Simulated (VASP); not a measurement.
# Ta3AlN4 (Pm-3m) in VASP: further runs, part 2 of 2

VASP 6.6.1. Earlier steps stand in the parts before.

## Step 4: Single point, PBE

Contents of INCAR:

```
PREC = Accurate
ENCUT = 600
EDIFF = 1E-6
ISMEAR = 0
SIGMA = 0.1
LREAL = False
LASPH = True
NELM = 120
ALGO = Normal
ISIF = 2
LWAVE = False
LCHARG = True
GGA = PE
LELF = True
LVHAR = True
NBANDS = 38
GGA_COMPAT = False
```

Contents of KPOINTS:

```
Automatic mesh
0
Gamma
  12 12 12
```

Contents of POSCAR:

```
Ta3AlN4
1.0
    4.3804501894      0.0000000000      0.0000000000
    0.0000000000      4.3804501894      0.0000000000
    0.0000000000      0.0000000000      4.3804501894
Ta Al N
3 1 4
Direct
    0.0000000000      0.0000000000      0.5000000000
    0.5000000000      0.0000000000      0.0000000000
    0.0000000000      0.5000000000      0.0000000000
    0.5000000000      0.5000000000      0.5000000000
    0.5000000000      0.5000000000      0.0000000000
    0.0000000000      0.5000000000      0.5000000000
    0.5000000000      0.0000000000      0.5000000000
    0.0000000000      0.0000000000      0.0000000000
```

Potentials or basis: VASP PAW PBE potentials, release 64 (Ta_pv, Al, N).

The run is started by

```
> cat potpaw_PBE.64/Ta_pv/POTCAR potpaw_PBE.64/Al/POTCAR potpaw_PBE.64/N/POTCAR > POTCAR
> mpirun -np 1 vasp_std > vasp.out
```

OUTCAR:

```text
PREC = Accurate
   ENCUT = 600
   EDIFF = 1E-6
   ISMEAR = 0
   LREAL = False
   LASPH = True
   NELM = 120
   ISIF = 2
   GGA = PE

 ion  position               nearest neighbor table
   1  0.000  0.000  0.500-   6 2.19   7 2.19   8 2.19   8 2.19   6 2.19   7 2.19   2 3.10   3 3.10
                             2 3.10   3 3.10   4 3.10   3 3.10   3 3.10   2 3.10   4 3.10   4 3.10
   2  0.500  0.000  0.000-   5 2.19   7 2.19   8 2.19   7 2.19   5 2.19   8 2.19   1 3.10   4 3.10
                             1 3.10   3 3.10   4 3.10   3 3.10   4 3.10   1 3.10   3 3.10   4 3.10
   3  0.000  0.500  0.000-   5 2.19   6 2.19   8 2.19   6 2.19   8 2.19   5 2.19   1 3.10   4 3.10
                             1 3.10   1 3.10   2 3.10   2 3.10   1 3.10   2 3.10   4 3.10   4 3.10
   4  0.500  0.500  0.500-   5 2.19   6 2.19   7 2.19   5 2.19   7 2.19   6 2.19   2 3.10   3 3.10
                             1 3.10   1 3.10   2 3.10   2 3.10   2 3.10   1 3.10   3 3.10   3 3.10
   5  0.500  0.500  0.000-   2 2.19   3 2.19   4 2.19   4 2.19   2 2.19   3 2.19
   6  0.000  0.500  0.500-   1 2.19   3 2.19   4 2.19   3 2.19   1 2.19   4 2.19
   7  0.500  0.000  0.500-   1 2.19   2 2.19   4 2.19   2 2.19   4 2.19   1 2.19
   8  0.000  0.000  0.000-   1 2.19   2 2.19   3 2.19   1 2.19   3 2.19   2 2.19

  LATTYP: Found a simple cubic cell.
 ALAT       =     4.3804501894

  Lattice vectors:

 A1 = (   4.3804501894,   0.0000000000,   0.0000000000)
 A2 = (   0.0000000000,   4.3804501894,   0.0000000000)
 A3 = (   0.0000000000,   0.0000000000,   4.3804501894)

Analysis of symmetry for initial positions (statically):
=====================================================================
 Subroutine PRICEL returns:
 Original cell was already a primitive cell.

 Routine SETGRP: Setting up the symmetry group for a
 simple cubic supercell.

 Subroutine GETGRP returns: Found 48 space group operations
 (whereof 48 operations were pure point group operations)
 out of a pool of 48 trial point group operations.

The static configuration has the point symmetry O_h .

Analysis of symmetry for dynamics (positions and initial velocities):
=====================================================================
 Subroutine PRICEL returns:
 Original cell was already a primitive cell.

 Routine SETGRP: Setting up the symmetry group for a
 simple cubic supercell.

 Subroutine GETGRP returns: Found 48 space group operations
 (whereof 48 operations were pure point group operations)
 out of a pool of 48 trial point group operations.

The dynamic configuration has the point symmetry O_h .

 Subroutine INISYM returns: Found 48 space group operations
 (whereof 48 operations are pure point group operations),
 and found     1 'primitive' translations

----------------------------------------------------------------------------------------

                                     Primitive cell

  volume of cell :      84.0536

  direct lattice vectors                    reciprocal lattice vectors
     4.380450189  0.000000000  0.000000000     0.228287038  0.000000000  0.000000000
     0.000000000  4.380450189  0.000000000     0.000000000  0.228287038  0.000000000
     0.000000000  0.000000000  4.380450189     0.000000000  0.000000000  0.228287038

  length of vectors
     4.380450189  4.380450189  4.380450189     0.228287038  0.228287038  0.228287038

  position of ions in fractional coordinates (direct lattice)
     0.000000000  0.000000000  0.500000000
     0.500000000  0.000000000  0.000000000
[... 72 lines left out ...]
   number of dos      NEDOS =    301   number of ions     NIONS =      8
   total plane-waves  NPLWV =  46656
   dimension x,y,z NGX =    36 NGY =   36 NGZ =   36
   dimension x,y,z NGXF=    72 NGYF=   72 NGZF=   72
   ions per type =               3   1   4
   NGX,Y,Z   is equivalent  to a cutoff of  13.66, 13.66, 13.66 a.u.
   NGXF,Y,Z  is equivalent  to a cutoff of  27.33, 27.33, 27.33 a.u.
 SYSTEM =  unknown system
   PREC   = accura    normal or accurate (medium, high low for compatibility)
   ISTART =      0    job   : 0-new  1-cont  2-samecut
   ICHARG =      2    charge: 1-file 2-atom 10-const
   ISPIN  =      1    spin polarized calculation?
   LNONCOLLINEAR =      F non collinear calculations
   LSORBIT =      F    spin-orbit coupling
   LASPH  =      T    aspherical Exc in radial PAW
   ENCUT  =  600.0 eV  44.10 Ry    6.64 a.u.   8.75  8.75  8.75*2*pi/ulx,y,z
   NELM   =    120;   NELMIN=  2; NELMDL= -5     # of ELM steps
   EDIFF  = 0.1E-05   stopping-criterion for ELM
   LREAL  =      F    real-space projection
   EDIFFG = 0.1E-04   stopping-criterion for IOM
   NSW    =      0    number of steps for IOM
   IBRION =     -1    ionic relax: 0-MD 1-quasi-New 2-CG
   NFREE  =      0    steps in history (QN), initial steepest desc. (CG)
   ISIF   =      2    stress and relaxation
   ISYM   =      2    0-nonsym 1-usesym 2-fastsym
   POTIM  = 0.5000    time-step for ionic-motion
   TEBEG  =    0.0;   TEEND  =   0.0 temperature during run
   PSTRESS=    0.0 pullay stress
   NELECT =      56.0000    total number of electrons
   NUPDOWN=      -1.0000    fix difference up-down
   EMIN   =  10.00;   EMAX   =-10.00  energy-range for DOS
   EFERMI =   0.00;   METHOD = LEGACY
   ISMEAR =     0;   SIGMA  =   0.10  broadening in eV -4-tet -1-fermi 0-gaus
   EFERMI_NEDOS =   21; number of points for ismear=-14 and -15
   IALGO  =     38    algorithm
   IMIX   =      4    mixing-type and parameters
     AMIX     =   0.40;   BMIX     =  1.00
     AMIX_MAG =   1.60;   BMIX_MAG =  1.00
  volume/ion in A,a.u.               =      10.51        70.90
  Fermi-wavevector in a.u.,A,eV,Ry     =   1.429833  2.701993 27.816070  2.044423
  Thomas-Fermi vector in A             =   2.549744
   LORBIT       =      0    0 simple, 1 ext, 2 COOP (PROOUT), +10 PAW based schemes
   GGA     = PE    functional components
   LHFCALC =     F    Hartree Fock is set to
   AEXX    =    0.0000 exact exchange contribution
   IVDW    =     0    specifies the selected vdW correction
   LEPSILON=     F    determine dielectric tensor
   LRPA    =     F    only Hartree local field effects (RPA)
 non-spin polarized calculation
 Gauss-broadening in eV      SIGMA  =   0.10
  energy-cutoff  :      600.00
  volume of cell :       84.05
 maximum number of plane-waves:      2842
 NGX is ok and might be reduce to    36
   NGX = 17   NGY = 17   NGZ = 17

 number of electron      56.0000005 magnetization

 Free energy of the ion-electron system (eV)
  ---------------------------------------------------
  ext. energy  EPLUGINS =         0.00000000
  ---------------------------------------------------
  free energy    TOTEN  =       -78.45351006 eV

  energy without entropy =      -78.43849992  energy(sigma->0) =      -78.44600499

 E-fermi :   9.7604     XC(G=0): -12.9543

 val. band max:        9.7571949744   @ k =   0.5000   0.2500   0.2500
 cond. band min:       9.7670181229   @ k =   0.1667   0.1667   0.0833
 fundamental gap:      0.0098231485
 Fermi energy:         9.7603735594

 k-point     1 :       0.0000    0.0000    0.0000
  band No.  band energies     occupation
      1     -26.5697      2.00000
      2     -26.5697      2.00000
      3     -26.5697      2.00000
      4     -26.2203      2.00000
      5     -26.2203      2.00000
      6     -26.2203      2.00000
[... 973 lines left out ...]
     37      13.1725      0.00000
     38      13.5787      0.00000

 [... further k-points ...]

------------------------ aborting loop because EDIFF is reached ----------------------------------------

  FORCE on cell =-STRESS in cart. coord.  units (eV):
  Direction    XX          YY          ZZ          XY          YZ          ZX
  --------------------------------------------------------------------------------------
  -------------------------------------------------------------------------------------
  Total        0.2866466      0.2866466      0.2866466      0.0000000      0.0000000      0.0000000
  in kB        5.4638794      5.4638794      5.4638794      0.0000000      0.0000000      0.0000000
  external PRESSURE =       5.4638794 kB  Pullay stress =       0.0000000 kB

 VOLUME and BASIS-vectors are now :
 -----------------------------------------------------------------------------
  energy-cutoff  :      600.00
  volume of cell :       84.05
      direct lattice vectors                 reciprocal lattice vectors
     4.380450189  0.000000000  0.000000000     0.228287038  0.000000000  0.000000000
     0.000000000  4.380450189  0.000000000     0.000000000  0.228287038  0.000000000
     0.000000000  0.000000000  4.380450189     0.000000000  0.000000000  0.228287038

 POSITION                                       TOTAL-FORCE (eV/Angst)
 -----------------------------------------------------------------------------------
      0.00000      0.00000      2.19023         0.000000      0.000000      0.000000
      2.19023      0.00000      0.00000         0.000000      0.000000      0.000000
      0.00000      2.19023      0.00000         0.000000      0.000000      0.000000
      2.19023      2.19023      2.19023         0.000000      0.000000      0.000000
      2.19023      2.19023      0.00000         0.000000      0.000000      0.000000
      0.00000      2.19023      2.19023         0.000000      0.000000      0.000000
      2.19023      0.00000      2.19023         0.000000      0.000000      0.000000
      0.00000      0.00000      0.00000         0.000000      0.000000      0.000000
 -----------------------------------------------------------------------------------
    total drift:                                0.000000     -0.000000     -0.000000

  FREE ENERGIE OF THE ION-ELECTRON SYSTEM (eV)
  ---------------------------------------------------
  free  energy   TOTEN  =       -78.4535100577 eV

  energy  without entropy=      -78.4384999178  energy(sigma->0) =      -78.44600499
```

Run time: 100 s. Hardware: 1 thread of Intel Xeon 6975P-C (Granite Rapids), shared host; peak memory 0.39 GiB.

Results:

- Free energy: -78.4535 eV
- Pressure: 0.5 GPa
- Band gap on the k mesh: zero (bands 28 and 29 overlap by 3.52 eV)

Caveat: spin-orbit coupling is left out, which moves the levels of the heavy elements.

## Step 5: Summary

| task | cell | k mesh | cutoff (eV) | gap on the mesh (eV) | pressure (GPa) |
| --- | --- | --- | --- | --- | --- |
| single point | a = 4.381 Å, 8 atoms | 4 × 4 × 4 | 520 | none | 0.6 |
| relaxation of cell and atoms | relaxed from a = 4.748 Å, 8 atoms | 4 × 4 × 4 | 600 | none | 0.0 |
| single point | a = 4.380 Å, 8 atoms | 12 × 12 × 12 | 600 | none | 0.5 |

Alike in all rows: level PBE; potentials or basis VASP PAW PBE potentials, release 64 (Ta_pv, Al, N); no spin polarisation; smearing gaussian 0.1 eV.

Caveats: spin-orbit coupling is left out, which moves the levels of the heavy elements.

Absolute energies hang on the potentials; compare differences alone.

The gap in the log of VASP goes by the Fermi energy; the results here count the filled bands.